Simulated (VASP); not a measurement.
Set up this calculation in VASP 6.6.1, as the native input.

* Task: single point
* Functional: r2SCAN
* Potentials or basis: VASP PAW PBE potentials, release 64 (Si)
* Cutoff: 520 eV
* k mesh: 16 × 16 × 16
* Occupations: fermi-dirac, width 0.1 eV
* Spin: no spin polarisation
* Dipole correction: no
* Further INCAR settings: ALGO = Normal; EDIFF = 1e-06; NBANDS = 8

Si:

```
Si
1.0
     0.00000    1.87483    1.87483
     1.87483    0.00000    1.87483
     1.87483    1.87483    0.00000
Si
1
Direct
  0.00000 0.00000 0.00000
```

This cell differs from its parent crystal: volume scaled by 0.96.

These files were run (other wordings do the same):

POSCAR

```
Si
1.0
    0.0000000000      1.8748330156      1.8748330156
    1.8748330156      0.0000000000      1.8748330156
    1.8748330156      1.8748330156      0.0000000000
Si
1
Direct
    0.0000000000      0.0000000000      0.0000000000
```

INCAR.step1

```
SYSTEM = Si
PREC = Accurate
ENCUT = 520
ISMEAR = -1
SIGMA = 0.1
LREAL = .False.
LASPH = .True.
NELM = 100
NBANDS = 8
GGA = PE
ALGO = Normal
EDIFF = 1E-4
LWAVE = .True.
LCHARG = .False.
```

INCAR.step2

```
SYSTEM = Si
PREC = Accurate
ENCUT = 520
EDIFF = 1E-6
ISMEAR = -1
SIGMA = 0.1
LREAL = .False.
LASPH = .True.
NELM = 100
ALGO = Normal
ISIF = 2
LWAVE = .False.
LCHARG = .True.
METAGGA = R2SCAN
LMIXTAU = .True.
LELF = .True.
LVHAR = .True.
NBANDS = 8
ISTART = 1
```

KPOINTS

```
Automatic mesh
0
Gamma
  16 16 16
  0 0 0
```

Potentials or basis: VASP PAW PBE potentials, release 64 (Si).

Command:

```sh
$ cat potpaw_PBE.64/Si/POTCAR > POTCAR
$ cp INCAR.step1 INCAR
$ mpirun -np 1 vasp_std > vasp.out
$ cp INCAR.step2 INCAR
$ mpirun -np 1 vasp_std > vasp.out
```

It gave:

* Pressure: 4.5 GPa
* Band gap on the k mesh: zero (band 2 reaches 24.51 eV, above the bottom of band 3 at 8.08 eV)

Caveat: the PAW data sets were made with another functional, which shifts forces and pressure a little.

Run time: 22 s on 1 thread of Intel(R) Xeon(R) 6975P-C (Granite Rapids), with other jobs on the host, peak memory 0.12 GiB.
